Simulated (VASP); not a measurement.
# Li17H16 (a cell with a defect) in VASP: a series of runs

The runs below take Li17H16 (a cell with a defect) through single point, with PBE.

Everything below comes from runs of VASP 6.6.1. Logs are shortened: lines on timing, memory, paths and dates and some standing lists are left out, and cuts for length are marked.

## (1) The cell of the first run

The cell holds a defect, 33 atoms: a = 6.941 Å, b = 6.941 Å, c = 6.941 Å, α = 109.47°, β = 109.47°, γ = 109.47°.

## (2) Single point, PBE

The input, INCAR:

```
ALGO     = Normal         # electronic algorithm
EDIFF    = 1E-7           # SCF threshold, eV
ENCUT    = 520            # plane-wave cutoff, eV
GGA      = PE             # functional
ISIF     = 2              # what is computed and relaxed
ISMEAR   = 0              # smearing method
LASPH    = T              # aspherical terms in the spheres
LCHARG   = F              # write CHGCAR
LREAL    = Auto         
LWAVE    = F              # write WAVECAR
NBANDS   = 56             # bands
NELM     = 100            # most SCF steps
PREC     = Accurate       # precision mode
SIGMA    = 0.02           # smearing width, eV
```

The input, KPOINTS:

```
Automatic mesh
0
Gamma
  2 2 2
  0.5 0.5 0.5
```

The input, POSCAR:

```
Li17H16
1.0
    4.0071000521     -4.0071000521     -4.0071000521
   -4.0071000521     -4.0071000521      4.0071000521
   -4.0071000521      4.0071000521     -4.0071000521
Li H
17 16
Direct
    0.2554272383      0.7435355896      0.0039232861
    0.2548151997      1.0043678590      0.7439750596
    0.2452300884      0.2391994179      0.4995491687
   -0.0017349205      0.7472286594      0.2544678163
    0.2445655180      0.4984345222      0.2381374280
    1.1090219716      1.0419910773      1.0434098090
   -0.0020406279      0.2543250697      0.7471023835
    0.7497062616      0.7594268824      0.5070059329
   -0.0282127969      0.4910666004      0.4909314653
    0.7502638968      0.9927219057      0.2716065199
    0.7496170450      0.2713874088     -0.0076050010
    0.3912601332      0.6844629444      0.6831693655
    0.7503574807      0.5074209462      0.7597169924
    0.5017226857      1.0061904988      0.4989316398
    0.5283490486      0.2692780280      0.2693575119
    0.5019949524      0.4991493784      0.0063226522
    0.7502203491      0.9245084854      0.9243654892
    0.2225215214      0.4842827668      0.7370381227
    0.2217959343      0.7371356995      0.4836971812
    0.2782866625      0.0119267049      0.2654375948
    0.0025635746      0.5060088277      0.0028720271
    0.2775141588      0.2645409364      0.0117638690
    0.0033640288      0.7712760999      0.7711890045
    0.0025583339      0.0034095730      0.5066659114
    0.7499843929      0.5016686566      0.2554266144
   -0.0157897230      0.2047841305      0.2046700829
    0.7509743857      0.7311369724      0.0180710487
    0.7488527766      0.0170794338      0.7299420933
    0.4966479434      0.5177310207      0.5177315198
    0.7500713636      0.2555088435      0.5016651628
    0.4974130853      0.7502697614      0.2533817441
    0.5159013933     -0.0293990663     -0.0293505274
    0.4974483976      0.2541911823      0.7508225302
```

Potentials or basis: VASP PAW PBE potentials, release 64 (Li_sv, H).

On the command line:

```console
$ cat potpaw_PBE.64/Li_sv/POTCAR potpaw_PBE.64/H/POTCAR > POTCAR
$ mpirun -np 1 vasp_std > vasp.out
```

OUTCAR:

```text
EDIFF = 1E-7
   ENCUT = 520
   GGA = PE
   ISIF = 2
   ISMEAR = 0
   LASPH = T
   LREAL = Auto
   NELM = 100
   PREC = Accurate

 ion  position               nearest neighbor table
   1  0.255  0.744  0.004-   6 2.57
   2  0.255  0.004  0.744-   6 2.57
   3  0.245  0.239  0.500-  12 2.57
   4  0.998  0.747  0.254-
   5  0.245  0.498  0.238-  12 2.57
   6  0.109  0.042  0.043-  20 1.72  22 1.73  17 2.09  15 2.38   1 2.57   2 2.57
   7  0.998  0.254  0.747-
   8  0.750  0.759  0.507-
   9  0.972  0.491  0.491-  12 2.38  15 2.51
  10  0.750  0.993  0.272-  17 2.30
  11  0.750  0.271  0.992-  17 2.30
  12  0.391  0.684  0.683-  19 1.72  18 1.73  17 2.09   9 2.38   5 2.57   3 2.57
  13  0.750  0.507  0.760-
  14  0.502  0.006  0.499-
  15  0.528  0.269  0.269-   6 2.38   9 2.51
  16  0.502  0.499  0.006-
  17  0.750  0.925  0.924-  28 1.68  27 1.68   6 2.09  12 2.09  11 2.30  10 2.30
  18  0.223  0.484  0.737-  12 1.73
  19  0.222  0.737  0.484-  12 1.72
  20  0.278  0.012  0.265-   6 1.72
  21  0.003  0.506  0.003-
  22  0.278  0.265  0.012-   6 1.73
  23  0.003  0.771  0.771-
  24  0.003  0.003  0.507-
  25  0.750  0.502  0.255-
  26  0.984  0.205  0.205-
  27  0.751  0.731  0.018-  17 1.68
  28  0.749  0.017  0.730-  17 1.68
  29  0.497  0.518  0.518-
  30  0.750  0.256  0.502-
  31  0.497  0.750  0.253-
  32  0.516  0.971  0.971-
  33  0.497  0.254  0.751-

  LATTYP: Found a body centered cubic cell.
 ALAT       =     8.0142001042

  Lattice vectors:

 A1 = (   4.0071000521,  -4.0071000521,  -4.0071000521)
 A2 = (  -4.0071000521,  -4.0071000521,   4.0071000521)
 A3 = (  -4.0071000521,   4.0071000521,  -4.0071000521)

Analysis of symmetry for initial positions (statically):
=====================================================================
 Subroutine PRICEL returns:
 Original cell was already a primitive cell.

 Routine SETGRP: Setting up the symmetry group for a
 body centered cubic supercell.

 Subroutine GETGRP returns: Found  1 space group operations
 (whereof  1 operations were pure point group operations)
 out of a pool of 48 trial point group operations.

The static configuration has the point symmetry C_1 .

Analysis of symmetry for dynamics (positions and initial velocities):
=====================================================================
 Subroutine PRICEL returns:
 Original cell was already a primitive cell.

 Routine SETGRP: Setting up the symmetry group for a
 body centered cubic supercell.

 Subroutine GETGRP returns: Found  1 space group operations
 (whereof  1 operations were pure point group operations)
 out of a pool of 48 trial point group operations.

The dynamic configuration has the point symmetry C_1 .

 Subroutine INISYM returns: Found  1 space group operations
 (whereof  1 operations are pure point group operations),
 and found     1 'primitive' translations

----------------------------------------------------------------------------------------

                                     Primitive cell

  volume of cell :     257.3656

  direct lattice vectors                    reciprocal lattice vectors
     4.007100052 -4.007100052 -4.007100052     0.000000000 -0.124778517 -0.124778517
    -4.007100052 -4.007100052  4.007100052    -0.124778517 -0.124778517  0.000000000
    -4.007100052  4.007100052 -4.007100052    -0.124778517  0.000000000 -0.124778517

  length of vectors
     6.940500881  6.940500881  6.940500881     0.176463470  0.176463470  0.176463470

  position of ions in fractional coordinates (direct lattice)
     0.255427238  0.743535590  0.003923286
     0.254815200  0.004367859  0.743975060
     0.245230088  0.239199418  0.499549169
     0.998265080  0.747228659  0.254467816
     0.244565518  0.498434522  0.238137428
     0.109021972  0.041991077  0.043409809
[... 25 lines left out ...]
     0.515901393  0.970600934  0.970649473
     0.497448398  0.254191182  0.750822530

  ion indices of the primitive-cell ions
   primitive index   ion index
                 1           1
                 2           2
                 3           3
                 4           4
                 5           5
                 6           6
[... 25 lines left out ...]
                32          32
                33          33

----------------------------------------------------------------------------------------

 KPOINTS: Automatic mesh

Automatic generation of k-mesh.
 Grid dimensions read from file:
 generate k-points for:    2    2    2

 Generating k-lattice:

  Cartesian coordinates                     Fractional coordinates (reciprocal lattice)
     0.000000000 -0.062389258 -0.062389258     0.500000000  0.000000000  0.000000000
    -0.062389258 -0.062389258  0.000000000     0.000000000  0.500000000  0.000000000
    -0.062389258  0.000000000 -0.062389258     0.000000000  0.000000000  0.500000000

  Length of vectors
     0.088231735  0.088231735  0.088231735

  Shift w.r.t. Gamma in fractional coordinates (k-lattice)
     0.500000000  0.500000000  0.500000000

 Subroutine IBZKPT returns following result:
 ===========================================

 Found      4 irreducible k-points:

 Following reciprocal coordinates:
            Coordinates               Weight
  0.250000  0.250000  0.250000      2.000000
 -0.250000  0.250000  0.250000      2.000000
  0.250000 -0.250000  0.250000      2.000000
  0.250000  0.250000 -0.250000      2.000000
   k-points           NKPTS =      4   k-points in BZ     NKDIM =      4   number of bands    NBANDS=     56
   number of dos      NEDOS =    301   number of ions     NIONS =     33
   total plane-waves  NPLWV = 157464
   dimension x,y,z NGX =    54 NGY =   54 NGZ =   54
   dimension x,y,z NGXF=   108 NGYF=  108 NGZF=  108
   ions per type =              17  16
   NGX,Y,Z   is equivalent  to a cutoff of  12.93, 12.93, 12.93 a.u.
   NGXF,Y,Z  is equivalent  to a cutoff of  25.87, 25.87, 25.87 a.u.
 SYSTEM =  unknown system
   PREC   = accura    normal or accurate (medium, high low for compatibility)
   ISTART =      0    job   : 0-new  1-cont  2-samecut
   ICHARG =      2    charge: 1-file 2-atom 10-const
   ISPIN  =      1    spin polarized calculation?
   LNONCOLLINEAR =      F non collinear calculations
   LSORBIT =      F    spin-orbit coupling
   LASPH  =      T    aspherical Exc in radial PAW
   ENCUT  =  520.0 eV  38.22 Ry    6.18 a.u.  12.90 12.90 12.90*2*pi/ulx,y,z
   NELM   =    100;   NELMIN=  2; NELMDL= -5     # of ELM steps
   EDIFF  = 0.1E-06   stopping-criterion for ELM
   LREAL  =      T    real-space projection
   EDIFFG = 0.1E-05   stopping-criterion for IOM
   NSW    =      0    number of steps for IOM
   IBRION =     -1    ionic relax: 0-MD 1-quasi-New 2-CG
   NFREE  =      0    steps in history (QN), initial steepest desc. (CG)
   ISIF   =      2    stress and relaxation
   ISYM   =      2    0-nonsym 1-usesym 2-fastsym
   POTIM  = 0.5000    time-step for ionic-motion
   TEBEG  =    0.0;   TEEND  =   0.0 temperature during run
   PSTRESS=    0.0 pullay stress
   NELECT =      67.0000    total number of electrons
   NUPDOWN=      -1.0000    fix difference up-down
   EMIN   =  10.00;   EMAX   =-10.00  energy-range for DOS
   EFERMI =   0.00;   METHOD = LEGACY
   ISMEAR =     0;   SIGMA  =   0.02  broadening in eV -4-tet -1-fermi 0-gaus
   EFERMI_NEDOS =   21; number of points for ismear=-14 and -15
   IALGO  =     38    algorithm
   IMIX   =      4    mixing-type and parameters
     AMIX     =   0.40;   BMIX     =  1.00
     AMIX_MAG =   1.60;   BMIX_MAG =  1.00
  volume/ion in A,a.u.               =       7.80        52.63
  Fermi-wavevector in a.u.,A,eV,Ry     =   1.045321  1.975370 14.867025  1.092696
  Thomas-Fermi vector in A             =   2.180111
   LORBIT       =      0    0 simple, 1 ext, 2 COOP (PROOUT), +10 PAW based schemes
   GGA     = PE    functional components
   LHFCALC =     F    Hartree Fock is set to
   AEXX    =    0.0000 exact exchange contribution
   IVDW    =     0    specifies the selected vdW correction
   LEPSILON=     F    determine dielectric tensor
   LRPA    =     F    only Hartree local field effects (RPA)
 non-spin polarized calculation
 Gauss-broadening in eV      SIGMA  =   0.02
  energy-cutoff  :      520.00
  volume of cell :      257.37
 maximum number of plane-waves:      6927
 NGX is ok and might be reduce to    54
   NGX = 25   NGY = 25   NGZ = 25

 number of electron      67.0000004 magnetization

 Free energy of the ion-electron system (eV)
  ---------------------------------------------------
  ext. energy  EPLUGINS =         0.00000000
  ---------------------------------------------------
  free energy    TOTEN  =       -97.02090624 eV

  energy without entropy =      -97.02090271  energy(sigma->0) =      -97.02090448

 E-fermi :   3.6459     XC(G=0):  -8.6561

 val. band max:        3.5892896797   @ k =   0.2500  -0.2500   0.2500
 cond. band min:       3.7003035830   @ k =  -0.2500   0.2500   0.2500
 fundamental gap:      0.1110139033
 Fermi energy:         3.6459186322

 k-point     1 :       0.2500    0.2500    0.2500
  band No.  band energies     occupation
      1     -44.4055      2.00000
      2     -44.0652      2.00000
      3     -44.0461      2.00000
      4     -43.9639      2.00000
      5     -43.9629      2.00000
      6     -43.9038      2.00000
[... 37 lines left out ...]
     44       6.3879      0.00000
     45       6.4569      0.00000

 k-point     2 :      -0.2500    0.2500    0.2500
  band No.  band energies     occupation
      1     -44.4055      2.00000
      2     -44.0650      2.00000
      3     -44.0463      2.00000
      4     -43.9638      2.00000
      5     -43.9632      2.00000
      6     -43.9052      2.00000
[... 37 lines left out ...]
     44       6.5011      0.00000
     45       6.6211      0.00000

 k-point     3 :       0.2500   -0.2500    0.2500
  band No.  band energies     occupation
      1     -44.4055      2.00000
      2     -44.0657      2.00000
      3     -44.0456      2.00000
      4     -43.9642      2.00000
      5     -43.9627      2.00000
      6     -43.9048      2.00000
[... 37 lines left out ...]
     44       6.3976      0.00000
     45       6.7167      0.00000

 k-point     4 :       0.2500    0.2500   -0.2500
  band No.  band energies     occupation
      1     -44.4055      2.00000
      2     -44.0657      2.00000
      3     -44.0456      2.00000
      4     -43.9642      2.00000
      5     -43.9627      2.00000
      6     -43.9050      2.00000
[... 37 lines left out ...]
     44       6.3895      0.00000
     45       6.7075      0.00000
 [bands above 45 left out]

------------------------ aborting loop because EDIFF is reached ----------------------------------------

  FORCE on cell =-STRESS in cart. coord.  units (eV):
  Direction    XX          YY          ZZ          XY          YZ          ZX
  --------------------------------------------------------------------------------------
  -------------------------------------------------------------------------------------
  Total        8.9405898      2.6289210      2.8194574      0.0044258      1.1251857      0.0004642
  in kB       55.6578213     16.3658124     17.5519581      0.0275517      7.0046144      0.0028895
  external PRESSURE =      29.8585306 kB  Pullay stress =       0.0000000 kB

 VOLUME and BASIS-vectors are now :
 -----------------------------------------------------------------------------
  energy-cutoff  :      520.00
  volume of cell :      257.37
      direct lattice vectors                 reciprocal lattice vectors
     4.007100052 -4.007100052 -4.007100052     0.000000000 -0.124778517 -0.124778517
    -4.007100052 -4.007100052  4.007100052    -0.124778517 -0.124778517  0.000000000
    -4.007100052  4.007100052 -4.007100052    -0.124778517  0.000000000 -0.124778517

 POSITION                                       TOTAL-FORCE (eV/Angst)
 -----------------------------------------------------------------------------------
     -1.97162     -3.98722      1.94018         0.007269     -0.003238     -0.014736
     -1.97761      1.94261     -3.98475         0.011902     -0.015009     -0.002665
     -1.97758      0.06059     -2.02591         0.008636      0.016771      0.003762
     -0.01375     -5.97469     -2.02561         0.007464     -0.020274      0.005344
     -1.97152     -2.02303      0.06304         0.002180      0.003614      0.016878
      0.09465     -0.43118     -0.44255         0.062580     -0.020738     -0.003083
[... 25 lines left out ...]
     -5.71152     -2.06707     -2.06746        -0.013360     -0.005332     -0.002753
     -2.03386     -0.00327     -3.98338         0.000799      0.001636     -0.014715
 -----------------------------------------------------------------------------------
    total drift:                               -0.000868     -0.005520     -0.004503

  FREE ENERGIE OF THE ION-ELECTRON SYSTEM (eV)
  ---------------------------------------------------
  free  energy   TOTEN  =       -97.0209062435 eV

  energy  without entropy=      -97.0209027078  energy(sigma->0) =      -97.02090448
```

Wall time 1.7 min (1 thread of Intel Xeon 6975P-C (Granite Rapids), shared host); peak memory 0.36 GiB.

Results:

```
Free energy            : -97.0209 eV
Largest force          : 0.143 eV/Å
Band gap on the k mesh : zero (an odd number of electrons rules out a gap without spin polarisation)
```

Forces on the atoms (eV/Å):
```
Li   0.007 -0.003 -0.015
Li   0.012 -0.015 -0.003
Li   0.009  0.017  0.004
Li   0.007 -0.020  0.005
Li   0.002  0.004  0.017
Li   0.063 -0.021 -0.003
Li   0.009  0.010 -0.019
Li  -0.007  0.011 -0.012
Li  -0.028  0.009  0.011
Li  -0.007  0.021 -0.022
Li  -0.007 -0.023  0.020
Li   0.061  0.018  0.003
Li  -0.005 -0.010  0.013
Li   0.008  0.022 -0.008
Li  -0.029 -0.010 -0.012
Li   0.009 -0.013  0.023
Li  -0.143  0.001 -0.002
H   -0.010 -0.017 -0.014
H   -0.009 -0.017 -0.016
H   -0.009  0.018  0.016
H   -0.002  0.013  0.001
H   -0.010  0.017  0.014
H    0.044 -0.007 -0.010
H    0.001 -0.001  0.015
H   -0.010  0.010 -0.008
H   -0.014  0.005  0.002
H    0.019  0.003  0.003
H    0.019 -0.003 -0.003
H    0.044  0.008  0.010
H   -0.010 -0.010  0.008
H   -0.002 -0.013 -0.001
H   -0.013 -0.005 -0.003
H    0.001  0.002 -0.015
```

Caveat: the k points lie up to 0.55 Å⁻¹ apart, too coarse for converged energies and pressures of a metal; the cutoff is under 1.25 times the usual one of these potentials, so pressure, stress and relaxed cells hold a basis-set (Pulay) error; an odd number of electrons without spin polarisation forces a metal; a magnetic or distorted state may lie lower.

(Part 1 of 2 ends here.)

The gap in the log of VASP goes by the Fermi energy; the results here count the filled bands.